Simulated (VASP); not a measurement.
Wanted: the native input for a VASP 6.6.1 run.

| Quantity | Value |
| --- | --- |
| Task | relaxation of shape and atoms at fixed volume |
| Functional | PBEsol |
| Potentials or basis | VASP PAW PBE potentials, release 64 (Al, Ru_pv) |
| Cutoff | 600 eV |
| k mesh | 10 × 10 × 10 |
| Occupations | gaussian, width 0.01 eV |
| Spin | no spin polarisation |
| Dipole correction | no |
| Further INCAR settings | ALGO = Normal; EDIFF = 1e-07; IBRION = 2; EDIFFG = -0.001; NSW = 80; ISIF = 4 |

The structure of Al2Ru lies in POSCAR:

```
Al2Ru
1.0
    0.0000000000      4.0142267155      4.4140084512
    2.3661959120      0.0000000000      4.4140084512
    2.3661959120      4.0142267155      0.0000000000
Al Ru
4 2
Direct
    0.0789308005      0.4210691995      0.0789308005
    0.4210691995      0.0789308005      0.4210691995
    0.1710691995      0.8289308005      0.1710691995
    0.8289308005      0.1710691995      0.8289308005
    0.7500000000      0.7500000000      0.7500000000
    0.5000000000      0.5000000000      0.5000000000
```

This cell differs from its parent crystal: volume scaled by 1.02.

These files were run (other wordings do the same):

INCAR

```
SYSTEM = Al2Ru
  ALGO = Normal
  EDIFF = 1E-7
  EDIFFG = -0.001
  ENCUT = 600
  GGA = PS
  IBRION = 2
  ISIF = 4
  ISMEAR = 0
  LASPH = .True.
  LCHARG = .False.
  LREAL = .False.
  LWAVE = .False.
  NELM = 80
  NSW = 80
  PREC = Accurate
  SIGMA = 0.01
```

KPOINTS

```
k-points
0
Gamma
  10 10 10
  0 0 0
```

Potentials or basis: VASP PAW PBE potentials, release 64 (Al, Ru_pv).

Run with:

```console
$ cat potpaw_PBE.64/Al/POTCAR potpaw_PBE.64/Ru_pv/POTCAR > POTCAR
$ mpirun -np 1 vasp_std > vasp.out
```

Results of the run:

The energy gained by relaxing is 0.0 meV/atom. The ionic steps are 5, the pressure after relaxing is -3.3 GPa and the band gap on the k mesh is 0.08 eV, indirect (least direct gap 1.20 eV).

Caveat: the PAW data sets were made with another functional, which shifts forces and pressure a little.

It took 34 min on 1 thread of AMD EPYC 7R43 64-Core Processor (Zen 3), with other jobs on the host, peak memory 0.48 GiB.
